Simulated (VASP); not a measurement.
Set up this calculation in VASP 6.6.1, as the native input.

```
Task                   : single point
Functional             : PBEsol
Potentials or basis    : VASP PAW PBE potentials, release 64 (Nb_sv)
Cutoff                 : 520 eV
k mesh                 : 20 × 20 × 20
Occupations            : gaussian, width 0.15 eV
Spin                   : no spin polarisation
Dipole correction      : no
Further INCAR settings : ALGO = Fast; EDIFF = 1e-07; NBANDS = 12
```

The structure of Nb lies in POSCAR:

```
Nb
1.0
    0.0000000000      2.1150000000      2.0515500000
    2.1150000000      0.0000000000      2.0515500000
    2.1150000000      2.1150000000      0.0000000000
Nb
1
Direct
    0.0000000000      0.0000000000      0.0000000000
```

This cell differs from its parent crystal: strain +0.000 along x and y, -0.030 along z.

These files were run (other wordings do the same):

INCAR

```
SYSTEM = Nb
ALGO = Fast ; EDIFF = 1E-7
ENCUT = 520 ; GGA = PS
ISIF = 2 ; ISMEAR = 0
LASPH = .True. ; LCHARG = .True.
LELF = .True. ; LREAL = .False.
LVHAR = .True. ; LWAVE = .False.
NBANDS = 12 ; NELM = 100
PREC = Accurate ; SIGMA = 0.15
```

KPOINTS

```
k-points
0
Gamma
  20 20 20
  0 0 0
```

Potentials or basis: VASP PAW PBE potentials, release 64 (Nb_sv).

Launch:

```bash
$ cat potpaw_PBE.64/Nb_sv/POTCAR > POTCAR
$ mpirun -np 1 vasp_std > vasp.out
```

It gave:

```
Pressure : -2.6 GPa
```

Caveat: the cell differs from its parent crystal (strain +0.000 along x and y, -0.030 along z); the PAW data sets were made with another functional, which shifts forces and pressure a little.

Wall time 5.7 min on 1 thread of AMD EPYC 7R43 64-Core Processor (Zen 3) (shared host), peak memory 0.21 GiB.
